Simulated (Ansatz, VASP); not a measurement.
One calculation of MgO, two programs

Contents of INCAR:

```
ALGO = Normal
EDIFF = 1E-6
ENCUT = 520
GGA = PE
ISIF = 2
ISMEAR = 0
LASPH = True
LCHARG = False
LREAL = False
LWAVE = False
NBANDS = 16
NELM = 100
PREC = Accurate
SIGMA = 0.05
```

KPOINTS

```
k-points
0
Gamma
  9 9 6
```

The input POSCAR:

```
MgO
1.0
    3.5187739314      0.0000000000      0.0000000000
   -1.7593869657      3.0473476148      0.0000000000
    0.0000000000      0.0000000000      4.5170500958
Mg O
2 2
Direct
    0.6666666667      0.3333333333      0.7500000000
    0.3333333333      0.6666666667      0.2500000000
    0.6666666667      0.3333333333      0.2500000000
    0.3333333333      0.6666666667      0.7500000000
```

Input for Ansatz:

```yaml
crystal:
  lattice:
    - [3.5187739314, 0.0, 0.0]
    - [-1.7593869657, 3.0473476148, 0.0]
    - [0.0, 0.0, 4.5170500958]
  atoms:
    - { symbol: Mg, position: [0.6666666667, 0.3333333333, 0.75] }
    - { symbol: Mg, position: [0.3333333333, 0.6666666667, 0.25] }
    - { symbol: O, position: [0.6666666667, 0.3333333333, 0.25] }
    - { symbol: O, position: [0.3333333333, 0.6666666667, 0.75] }
basis:
  ecutwfc: 520.0
kpoints:
  mp_grid: { grid: [9, 9, 6] }
hamiltonian:
  xc: pbe
  pseudopotentials: { kind: paw, azcp: { folder: soft_1 } }
scf:
  occupations: { method: gaussian, width: 0.05 }
output:
  forces: true
  stress: true
  eigenvalues: true
```

Alike in both runs: task single point; functional PBE; k mesh 9 × 9 × 6; occupations gaussian, width 0.05 eV; no spin polarisation.

```csv
,VASP,Ansatz
version,VASP 6.6.1,Ansatz 0.2.0
potentials or method,"VASP PAW PBE potentials, release 64 (Mg, O), cutoff 520 eV","scalar-relativistic, plane waves, PAW"
valence electrons in the cell,16,32
```

|  | VASP | Ansatz | Ansatz less VASP |
| --- | --- | --- | --- |
| gap on the k mesh at the Fermi level (eV) | 2.85 | 2.87 | +0.021 |
| least direct gap on the mesh (eV) | 2.85 | 2.87 | +0.021 |
| pressure (GPa) | -6.7 | -6.2 | +0.54 |
| traceless stress, the component that is largest in VASP (GPa) | -4.13 | -4.05 | +0.083 |

VASP's potentials hold 16 valence electrons a cell and Ansatz's 32, so a difference there can come from the potentials and not from the codes.
